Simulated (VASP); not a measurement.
ZrO2:

```
Zr O
1.0
     0.00000    2.53500    2.53500
     2.53500    0.00000    2.53500
     2.53500    2.53500    0.00000
Zr O
1 2
Direct
  0.00000 0.00000 0.00000
  0.25000 0.25000 0.25000
  0.75000 0.75000 0.75000
```

- Program: VASP 6.6.1
- Task: relaxation of cell and atoms
- Functional: PBE
- Potentials or basis: VASP PAW PBE potentials, release 64 (Zr_sv, O)
- Cutoff: 600 eV
- k mesh: 8 × 8 × 8
- Occupations: gaussian, width 0.01 eV
- Spin: no spin polarisation

At the start: pressure 6.9 GPa; volume 10.86 Å³/atom.

Problem. Where does the relaxation end?

Solution. Over 3 steps the energy falls by 6.3 meV/atom and the volume is 11.17 Å³/atom (+2.8 %); space group Fm-3m (No. 225, to 0.1 Å) before and after.

The path:
| step | energy change (eV) | largest force (eV/Å) | pressure (GPa) | volume (Å³) |
| --- | --- | --- | --- | --- |
| 1 | 0.0000 | 0.0000 | 6.86 | 32.58 |
| 2 | 0.0175 | 0.0000 | -8.45 | 34.82 |
| 3 | -0.0189 | 0.0000 | -0.06 | 33.50 |

Final structure:
```
Zr O
1.0
     0.00000    2.55854    2.55854
     2.55854    0.00000    2.55854
     2.55854    2.55854    0.00000
Zr O
1 2
Cartesian
  0.0000 0.0000 0.0000
  1.2793 1.2793 1.2793
  3.8378 3.8378 3.8378
```
